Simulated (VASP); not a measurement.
# B (P6_3/mmc) in VASP: a series of runs, part 2 of 2

VASP 6.6.1. The steps go on from the part before.

### 5 Relaxation of shape and atoms at fixed volume, PBE

This run uses another cell than the first one, of 5.10 Å³/atom, 0.650 times its volume.

INCAR reads:

```
SYSTEM = B
ALGO = Normal
EDIFF = 1E-6
EDIFFG = -0.005
ENCUT = 600
GGA = PE
IBRION = 2
ISIF = 4
ISMEAR = -1
LASPH = .True.
LCHARG = .False.
LREAL = .False.
LWAVE = .False.
NELM = 80
NSW = 50
PREC = Accurate
SIGMA = 0.05
```

KPOINTS reads:

```
k-points
0
Gamma
  15 15 5
  0 0 0
```

POSCAR reads:

```
B
1.0
    2.5932665332      0.0000000000      0.0000000000
   -1.2966332666      2.2458346966      0.0000000000
    0.0000000000      0.0000000000      3.5022890940
B
4
Direct
    0.0000000000      0.0000000000      0.2500000000
    0.0000000000      0.0000000000      0.7500000000
    0.3333333333      0.6666666667      0.2500000000
    0.6666666667      0.3333333333      0.7500000000
```

Potentials or basis: VASP PAW PBE potentials, release 64 (B).

Command:

```console
> cat potpaw_PBE.64/B/POTCAR > POTCAR
> mpirun -np 1 vasp_std > vasp.out
```

OUTCAR:

```text
SYSTEM = B
   EDIFF = 1E-6
   EDIFFG = -0.005
   ENCUT = 600
   GGA = PE
   IBRION = 2
   ISIF = 4
   ISMEAR = -1
   LASPH = .True.
   LREAL = .False.
   NELM = 80
   NSW = 50
   PREC = Accurate

 ion  position               nearest neighbor table
   1  0.000  0.000  0.250-   3 1.50   3 1.50   3 1.50   2 1.75   2 1.75
   2  0.000  0.000  0.750-   4 1.50   4 1.50   4 1.50   1 1.75   1 1.75
   3  0.333  0.667  0.250-   1 1.50   1 1.50   1 1.50
   4  0.667  0.333  0.750-   2 1.50   2 1.50   2 1.50

  LATTYP: Found a hexagonal cell.
 ALAT       =     2.5932665332
 C/A-ratio  =     1.3505318675

  Lattice vectors:

 A1 = (   2.5932665332,   0.0000000000,   0.0000000000)
 A2 = (  -1.2966332666,   2.2458346966,   0.0000000000)
 A3 = (   0.0000000000,   0.0000000000,   3.5022890940)

Analysis of symmetry for initial positions (statically):
=====================================================================
 Subroutine PRICEL returns:
 Original cell was already a primitive cell.

 Routine SETGRP: Setting up the symmetry group for a
 hexagonal supercell.

 Subroutine GETGRP returns: Found 24 space group operations
 (whereof 12 operations were pure point group operations)
 out of a pool of 24 trial point group operations.

The static configuration has the point symmetry D_3d.
 The point group associated with its full space group is D_6h.

Analysis of symmetry for dynamics (positions and initial velocities):
=====================================================================
 Subroutine PRICEL returns:
 Original cell was already a primitive cell.

 Routine SETGRP: Setting up the symmetry group for a
 hexagonal supercell.

 Subroutine GETGRP returns: Found 24 space group operations
 (whereof 12 operations were pure point group operations)
 out of a pool of 24 trial point group operations.

The dynamic configuration has the point symmetry D_3d.
 The point group associated with its full space group is D_6h.

 Subroutine INISYM returns: Found 24 space group operations
 (whereof 12 operations are pure point group operations),
 and found     1 'primitive' translations

----------------------------------------------------------------------------------------

                                     Primitive cell

  volume of cell :      20.3975

  direct lattice vectors                    reciprocal lattice vectors
     2.593266533  0.000000000  0.000000000     0.385614046  0.222634373  0.000000000
    -1.296633267  2.245834697  0.000000000     0.000000000  0.445268746  0.000000000
     0.000000000  0.000000000  3.502289094     0.000000000  0.000000000  0.285527543

  length of vectors
     2.593266533  2.593266533  3.502289094     0.445268746  0.445268746  0.285527543

  position of ions in fractional coordinates (direct lattice)
     0.000000000  0.000000000  0.250000000
     0.000000000  0.000000000  0.750000000
     0.333333333  0.666666667  0.250000000
     0.666666667  0.333333333  0.750000000

  ion indices of the primitive-cell ions
   primitive index   ion index
                 1           1
                 2           2
                 3           3
                 4           4

----------------------------------------------------------------------------------------

 KPOINTS: k-points

Automatic generation of k-mesh.
 Grid dimensions read from file:
 generate k-points for:   15   15    5

 Generating k-lattice:

  Cartesian coordinates                     Fractional coordinates (reciprocal lattice)
     0.025707603  0.014842292  0.000000000     0.066666667 -0.000000000  0.000000000
     0.000000000  0.029684583  0.000000000     0.000000000  0.066666667  0.000000000
     0.000000000  0.000000000  0.057105509     0.000000000  0.000000000  0.200000000

  Length of vectors
     0.029684583  0.029684583  0.057105509

  Shift w.r.t. Gamma in fractional coordinates (k-lattice)
     0.000000000  0.000000000  0.000000000

 Subroutine IBZKPT returns following result:
 ===========================================

 Found     81 irreducible k-points:

 Following reciprocal coordinates:
            Coordinates               Weight
  0.000000  0.000000  0.000000      1.000000
  0.066667  0.000000  0.000000      6.000000
  0.133333  0.000000  0.000000      6.000000
  0.200000  0.000000  0.000000      6.000000
  0.266667  0.000000  0.000000      6.000000
  0.333333  0.000000  0.000000      6.000000
[... 16 lines left out ...]
  0.333333  0.200000  0.000000     12.000000
  0.400000  0.200000  0.000000      6.000000
 [... further k-points ...]
   k-points           NKPTS =     81   k-points in BZ     NKDIM =     81   number of bands    NBANDS=     10
   number of dos      NEDOS =    301   number of ions     NIONS =      4
   total plane-waves  NPLWV =  16128
   dimension x,y,z NGX =    24 NGY =   24 NGZ =   28
   dimension x,y,z NGXF=    48 NGYF=   48 NGZF=   56
   ions per type =               4
   NGX,Y,Z   is equivalent  to a cutoff of  15.39, 15.39, 13.29 a.u.
   NGXF,Y,Z  is equivalent  to a cutoff of  30.77, 30.77, 26.58 a.u.
 SYSTEM =  B
   PREC   = accura    normal or accurate (medium, high low for compatibility)
   ISTART =      0    job   : 0-new  1-cont  2-samecut
   ICHARG =      2    charge: 1-file 2-atom 10-const
   ISPIN  =      1    spin polarized calculation?
   LNONCOLLINEAR =      F non collinear calculations
   LSORBIT =      F    spin-orbit coupling
   LASPH  =      T    aspherical Exc in radial PAW
   ENCUT  =  600.0 eV  44.10 Ry    6.64 a.u.   5.18  5.18  6.99*2*pi/ulx,y,z
   NELM   =     80;   NELMIN=  2; NELMDL= -5     # of ELM steps
   EDIFF  = 0.1E-05   stopping-criterion for ELM
   LREAL  =      F    real-space projection
   EDIFFG = -.5E-02   stopping-criterion for IOM
   NSW    =     50    number of steps for IOM
   IBRION =      2    ionic relax: 0-MD 1-quasi-New 2-CG
   NFREE  =      1    steps in history (QN), initial steepest desc. (CG)
   ISIF   =      4    stress and relaxation
   ISYM   =      2    0-nonsym 1-usesym 2-fastsym
   POTIM  = 0.5000    time-step for ionic-motion
   TEBEG  =    0.0;   TEEND  =   0.0 temperature during run
   PSTRESS=    0.0 pullay stress
   NELECT =      12.0000    total number of electrons
   NUPDOWN=      -1.0000    fix difference up-down
   EMIN   =  10.00;   EMAX   =-10.00  energy-range for DOS
   EFERMI =   0.00;   METHOD = LEGACY
   ISMEAR =    -1;   SIGMA  =   0.05  broadening in eV -4-tet -1-fermi 0-gaus
   EFERMI_NEDOS =   21; number of points for ismear=-14 and -15
   IALGO  =     38    algorithm
   IMIX   =      4    mixing-type and parameters
     AMIX     =   0.40;   BMIX     =  1.00
     AMIX_MAG =   1.60;   BMIX_MAG =  1.00
  volume/ion in A,a.u.               =       5.10        34.41
  Fermi-wavevector in a.u.,A,eV,Ry     =   1.371754  2.592239 25.602210  1.881709
  Thomas-Fermi vector in A             =   2.497423
   LORBIT       =      0    0 simple, 1 ext, 2 COOP (PROOUT), +10 PAW based schemes
   GGA     = PE    functional components
   LHFCALC =     F    Hartree Fock is set to
   AEXX    =    0.0000 exact exchange contribution
   IVDW    =     0    specifies the selected vdW correction
   LEPSILON=     F    determine dielectric tensor
   LRPA    =     F    only Hartree local field effects (RPA)
 conjugate gradient relaxation of ions
 non-spin polarized calculation
  energy-cutoff  :      600.00
  volume of cell :       20.40
 maximum number of plane-waves:       690
 NGX is ok and might be reduce to    24
   NGX = 11   NGY = 11   NGZ = 13

--------------------------------------- Ionic step        1  -------------------------------------------

 number of electron      11.9999999 magnetization

 Free energy of the ion-electron system (eV)
  ---------------------------------------------------
  ext. energy  EPLUGINS =         0.00000000
  ---------------------------------------------------
  free energy    TOTEN  =       -19.04326404 eV

  energy without entropy =      -19.03294453  energy(sigma->0) =      -19.03810429

 E-fermi :   9.7233     XC(G=0): -13.3574

 val. band max:        9.7090619318   @ k =   0.3333   0.2000   0.0000
 cond. band min:       9.7410427887   @ k =   0.4667   0.0000   0.2000
 fundamental gap:      0.0319808569
 Fermi energy:         9.7232712073

 k-point     1 :       0.0000    0.0000    0.0000
  band No.  band energies     occupation
      1      -8.5760      2.00000
      2      -0.8598      2.00000
      3       3.1778      2.00000
      4       8.9823      2.00000
      5       8.9823      2.00000
      6      11.4277      0.00000
      7      11.4277      0.00000
      8      19.6227      0.00000
      9      19.6227      0.00000
     10      20.1503      0.00000
[... 486 lines left out ...]
  energy  without entropy=      -19.7112954680  energy(sigma->0) =      -19.71579398

--------------------------------------- Ionic step        6  -------------------------------------------

 number of electron      12.0000000 magnetization

 Free energy of the ion-electron system (eV)
  ---------------------------------------------------
  ext. energy  EPLUGINS =         0.00000000
  ---------------------------------------------------
  free energy    TOTEN  =       -19.72032575 eV

  energy without entropy =      -19.71131402  energy(sigma->0) =      -19.71581988

 E-fermi :  10.7162     XC(G=0): -13.3928

 val. band max:       10.6965468632   @ k =   0.1333   0.1333   0.2000
 cond. band min:      10.7308997417   @ k =   0.2667   0.1333   0.2000
 fundamental gap:      0.0343528785
 Fermi energy:        10.7161567794

 k-point     1 :       0.0000    0.0000    0.0000
  band No.  band energies     occupation
      1      -8.6179      2.00000
      2      -0.1269      2.00000
      3       5.5019      2.00000
      4       8.0016      2.00000
      5       8.0016      2.00000
      6      10.9622      0.01449
      7      10.9622      0.01449
      8      18.4175      0.00000
      9      19.6325      0.00000
     10      20.4761      0.00000
[... 330 lines left out ...]
  FREE ENERGIE OF THE ION-ELECTRON SYSTEM (eV)
  ---------------------------------------------------
  free  energy   TOTEN  =       -19.7203257469 eV

  energy  without entropy=      -19.7113140198  energy(sigma->0) =      -19.71581988

 reached required accuracy - stopping structural energy minimisation
```

OSZICAR:

```text
N       E                     dE             d eps       ncg     rms          rms(c)
DAV:   1     0.273438249616E+02    0.27344E+02   -0.68032E+03  1620   0.127E+03
DAV:   2    -0.191730462896E+02   -0.46517E+02   -0.44355E+02  2272   0.210E+02
DAV:   3    -0.204752619023E+02   -0.13022E+01   -0.12777E+01  1882   0.297E+01
[... 41 lines left out ...]
       N       E                     dE             d eps       ncg     rms          rms(c)
DAV:   1    -0.197203344286E+02   -0.41843E-04   -0.61717E-04  1782   0.222E-01    0.180E-02
DAV:   2    -0.197203281503E+02    0.62783E-05   -0.12234E-05  1828   0.312E-02    0.954E-03
DAV:   3    -0.197203259700E+02    0.21803E-05   -0.37772E-06  1516   0.139E-02    0.219E-03
DAV:   4    -0.197203257469E+02    0.22308E-06   -0.27534E-07   818   0.483E-03
   6 F= -.19720326E+02 E0= -.19715820E+02  d E =-.426209E-04
```

CONTCAR:

```text
B
   1.00000000000000
     2.6894863318876299   -0.0000000000000000    0.0000000000000000
    -1.3447431659438149    2.3291634866519768    0.0000000000000000
     0.0000000000000000   -0.0000000000000000    3.2561741146958219
  B
     4
Direct
     0.0000000000000000    1.0000000000000000    0.2500000000000000
     1.0000000000000000    0.0000000000000000    0.7500000000000000
     0.3333333332999970    0.6666666667000030    0.2500000000000000
     0.6666666667000030    0.3333333332999970    0.7500000000000000

  0.00000000E+00  0.00000000E+00  0.00000000E+00
  0.00000000E+00  0.00000000E+00  0.00000000E+00
  0.00000000E+00  0.00000000E+00  0.00000000E+00
  0.00000000E+00  0.00000000E+00  0.00000000E+00
```

It took 23 s on 1 thread of Intel Xeon 6975P-C (Granite Rapids), shared host; peak memory 0.14 GiB.

Results:

* Free energy: -19.7203 eV
* Energy gained by relaxing: 169.3 meV/atom
* Ionic steps: 6
* Pressure after relaxing: 144.0 GPa
* Band gap on the k mesh: zero (band 6 reaches 11.77 eV, above the bottom of band 7 at 9.20 eV)

The path:
| step | energy change (eV) | largest force (eV/Å) | pressure (GPa) | volume (Å³) |
| --- | --- | --- | --- | --- |
| 1 | 0.0000 | 0.0000 | 168.09 | 20.40 |
| 2 | 0.0178 | 0.0000 | 132.54 | 20.40 |
| 3 | -0.6768 | 0.0000 | 144.34 | 20.40 |
| 4 | -0.6770 | 0.0000 | 143.90 | 20.40 |
| 5 | -0.6770 | 0.0000 | 144.14 | 20.40 |
| 6 | -0.6771 | 0.0000 | 144.03 | 20.40 |

Final structure:
```
CELL_PARAMETERS angstrom
2.68949 0.00000 0.00000
-1.34474 2.32916 0.00000
0.00000 0.00000 3.25617
ATOMIC_POSITIONS crystal
B 0.00000 0.00000 0.25000
B 0.00000 0.00000 0.75000
B 0.33333 0.66667 0.25000
B 0.66667 0.33333 0.75000
```

### 6 Overview

```tsv
task	cell	cutoff (eV)	gap on the mesh (eV)	pressure (GPa)
single point	a = 2.994, b = 2.994, c = 4.043 Å, angles 90.0, 90.0, 120.0°, 4 atoms	520	none	0.1
relaxation of shape and atoms at fixed volume	relaxed from a = 2.453, b = 2.453, c = 3.313 Å, angles 90.0, 90.0, 120.0°, 4 atoms	600	none	264.1
relaxation of shape and atoms at fixed volume	relaxed from a = 2.593, b = 2.593, c = 3.502 Å, angles 90.0, 90.0, 120.0°, 4 atoms	600	none	144.0
```

Alike in all rows: level PBE; potentials or basis VASP PAW PBE potentials, release 64 (B); no spin polarisation; k mesh 15 × 15 × 5; smearing fermi-dirac 0.05 eV.

Caveats: some runs use coarse meshes.

Absolute energies hang on the potentials; compare differences alone.
